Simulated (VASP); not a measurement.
A run of VASP 6.6.1:

INCAR

```
SYSTEM = AlAs
PREC = Accurate ; ENCUT = 500
EDIFF = 1E-6 ; ISMEAR = 0
SIGMA = 0.01 ; LREAL = .FALSE.
LASPH = .TRUE. ; NELM = 120
ALGO = Normal ; ISIF = 2
LWAVE = .FALSE. ; LCHARG = .TRUE.
GGA = PS ; LELF = .TRUE.
LVHAR = .TRUE. ; NBANDS = 11
GGA_COMPAT = .FALSE.
```

KPOINTS

```
regular mesh
0
G
  8 8 8
  0 0 0
```

POSCAR

```
AlAs
1.0
    0.0000000000      2.6977534164      2.6977534164
    2.6977534164      0.0000000000      2.6977534164
    2.6977534164      2.6977534164      0.0000000000
Al As
1 1
Direct
    0.0000000000      0.0000000000      0.0000000000
    0.7500000000      0.7500000000      0.7500000000
```

Potentials or basis: VASP PAW PBE potentials, release 64 (Al, As).

The run is started by

```sh
$ cat potpaw_PBE.64/Al/POTCAR potpaw_PBE.64/As/POTCAR > POTCAR
$ mpirun -np 1 vasp_std > vasp.out
```

Hardware: 1 thread of Intel Xeon 6975P-C, on a shared host.

Problem. How long does it take, and how much memory?

Solution. Run time: 10 s on 1 thread of Intel Xeon 6975P-C (shared host), peak memory 0.16 GiB. Counts: scf iterations 12, k points 29.
